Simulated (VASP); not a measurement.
Here is a VASP 6.6.1 calculation.

INCAR

```
SYSTEM = CsSnI3
PREC     = Accurate       ! precision mode
ENCUT    = 520            ! plane-wave cutoff, eV
EDIFF    = 1E-6           ! SCF threshold, eV
ISMEAR   = -1             ! smearing method
SIGMA    = 0.05           ! smearing width, eV
LREAL    = .FALSE.        ! projectors in reciprocal space
LASPH    = .TRUE.         ! aspherical terms in the spheres
NELM     = 80             ! most SCF steps
ALGO     = Normal         ! electronic algorithm
ISIF     = 2              ! what is computed and relaxed
LWAVE    = .FALSE.        ! write WAVECAR
LCHARG   = .TRUE.         ! write CHGCAR
GGA      = RE             ! functional
LELF     = .TRUE.         ! ELF
LVHAR    = .TRUE.       
NBANDS   = 30             ! bands
```

Contents of KPOINTS:

```
Automatic mesh
0
G
  5 5 5
  0 0 0
```

POSCAR

```
CsSnI3
1.0
    6.2057000000      0.0000000000      0.0000000000
    0.0000000000      6.2057000000      0.0000000000
    0.0000000000      0.0000000000      6.2057000000
Cs I Sn
1 3 1
Direct
    0.0000000000      0.0000000000      0.0000000000
    0.5000000000      0.5000000000      0.0000000000
    0.5000000000      0.0000000000      0.5000000000
    0.0000000000      0.5000000000      0.5000000000
    0.5000000000      0.5000000000      0.5000000000
```

Potentials or basis: VASP PAW PBE potentials, release 64 (Cs_sv, I, Sn_d).

Run with:

```sh
$ cat potpaw_PBE.64/Cs_sv/POTCAR potpaw_PBE.64/I/POTCAR potpaw_PBE.64/Sn_d/POTCAR > POTCAR
$ mpirun -np 1 vasp_std > vasp.out
```

Estimate the band gap on the k mesh.

1.75 eV, direct.

What does it give for the pressure?

1.4 GPa.

Caveat: the PAW data sets were made with another functional, which shifts forces and pressure a little; spin-orbit coupling is left out, which moves the levels of the heavy elements. revPBE gaps usually lie below the measured ones, often by a third to a half.
